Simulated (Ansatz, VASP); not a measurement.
## Ru in VASP and in Ansatz

INCAR

```
SYSTEM = Ru
ALGO     = Fast           ! electronic algorithm
EDIFF    = 1E-7           ! SCF threshold, eV
ENCUT    = 520            ! plane-wave cutoff, eV
GGA      = PS             ! functional
ISIF     = 2              ! what is computed and relaxed
ISMEAR   = 0              ! smearing method
LASPH    = .True.         ! aspherical terms in the spheres
LCHARG   = .False.        ! write CHGCAR
LREAL    = .False.        ! projectors in reciprocal space
LWAVE    = .False.        ! write WAVECAR
NBANDS   = 21             ! bands
NELM     = 100            ! most SCF steps
PREC     = Accurate       ! precision mode
SIGMA    = 0.15           ! smearing width, eV
```

The input KPOINTS:

```
k-points
0
Gamma
  24 24 14
  0 0 0
```

POSCAR

```
Ru
1.0
    2.6222858996      0.0000000000      0.0000000000
   -1.3111429498      2.2709662050      0.0000000000
    0.0000000000      0.0000000000      4.3582189746
Ru
2
Direct
    0.3333333333      0.6666666667      0.2500000000
    0.6666666667      0.3333333333      0.7500000000
```

Input for Ansatz:

```yaml
crystal:
  lattice:
    - [2.6222858996, 0.0, 0.0]
    - [-1.3111429498, 2.270966205, 0.0]
    - [0.0, 0.0, 4.3582189746]
  atoms:
    - { symbol: Ru, position: [0.3333333333, 0.6666666667, 0.25] }
    - { symbol: Ru, position: [0.6666666667, 0.3333333333, 0.75] }
basis:
  ecutwfc: 420
kpoints:
  mp_grid: { grid: [24, 24, 14] }
hamiltonian:
  xc: pbesol
scf:
  occupations: { method: gaussian, width: 0.15 }
output:
  forces: true
  stress: true
  eigenvalues: true
```

Change from the starting cell: strain -0.025 along x and y, +0.025 along z, atoms carried along.

Alike in both runs: task single point; functional PBEsol; k mesh 24 × 24 × 14; occupations gaussian, width 0.15 eV; no spin polarisation.

|  | VASP | Ansatz |
| --- | --- | --- |
| version | VASP 6.6.1 | Ansatz 0.2.0 |
| potentials or method | VASP PAW PBE potentials, release 64 (Ru_pv), cutoff 520 eV | scalar-relativistic, plane waves, PAW |
| valence electrons in the cell | 28 | 32 |

|  | VASP | Ansatz | Ansatz less VASP |
| --- | --- | --- | --- |
| gap on the k mesh at the Fermi level (eV) | none | none | - |
| pressure (GPa) | 10.0 | 10.0 | 0.00 |
| traceless stress, the component that is largest in VASP (GPa) | -18.15 | -18.15 | +0.003 |

VASP's potentials were made for PBE, not for PBEsol. A gap of «none» marks a metal or a gap that the smearing closes. VASP's potentials hold 28 valence electrons a cell and Ansatz's 32, so a difference there can come from the potentials and not from the codes.
